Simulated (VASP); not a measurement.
Set up this calculation in VASP 6.6.1, as the native input.

```
Task                   : single point
Functional             : PBEsol
Potentials or basis    : VASP PAW PBE potentials, release 64 (Sc_sv, Ga_d, P)
Cutoff                 : 520 eV
k mesh                 : 4 × 4 × 6
Occupations            : fermi-dirac, width 0.05 eV
Spin                   : no spin polarisation
Dipole correction      : no
Further INCAR settings : ALGO = Normal; EDIFF = 1e-07; NBANDS = 45
```

The structure of ScGa3P4 lies in POSCAR:

```
ScGa3P4
1.0
    3.6912625063     -5.1253273454      0.0004212201
    3.6868087766      5.1220428208     -0.0005550758
   -0.0000507242     -0.0004001471      3.6109577287
Sc Ga P
1 3 4
Direct
    0.4984612577      0.5158800602      0.0006486457
   -0.0006388325      0.5165423764      0.5001212866
    0.4991939168      0.0167375370      0.5001259331
   -0.0015184754      0.0158485399      0.0008330073
    0.2387399331      0.7770832744     -0.0000209344
    0.7542411155      0.7714771104      0.5006428846
    0.2428460051      0.2603027755      0.5005855342
    0.7596527061      0.2560417048      0.0002685475
```

These files were run (other wordings do the same):

INCAR

```
PREC = Accurate
ENCUT = 520
EDIFF = 1E-7
ISMEAR = -1
SIGMA = 0.05
LREAL = False
LASPH = True
NELM = 80
ALGO = Normal
ISIF = 2
LWAVE = False
LCHARG = False
GGA = PS
NBANDS = 45
```

KPOINTS

```
Automatic mesh
0
Gamma
  4 4 6
```

Potentials or basis: VASP PAW PBE potentials, release 64 (Sc_sv, Ga_d, P).

Run with:

```bash
$ cat potpaw_PBE.64/Sc_sv/POTCAR potpaw_PBE.64/Ga_d/POTCAR potpaw_PBE.64/P/POTCAR > POTCAR
$ mpirun -np 1 vasp_std > vasp.out
```

It gave:

```
Pressure               : 0.1 GPa
Largest force          : 0.017 eV/Å
Band gap on the k mesh : zero (bands 35 and 36 overlap by 1.13 eV)
```

Caveat: the PAW data sets were made with another functional, which shifts forces and pressure a little.

It took 4.1 min on 1 thread of AMD EPYC 7R13 Processor (Zen 3), on a shared host, peak memory 0.39 GiB.
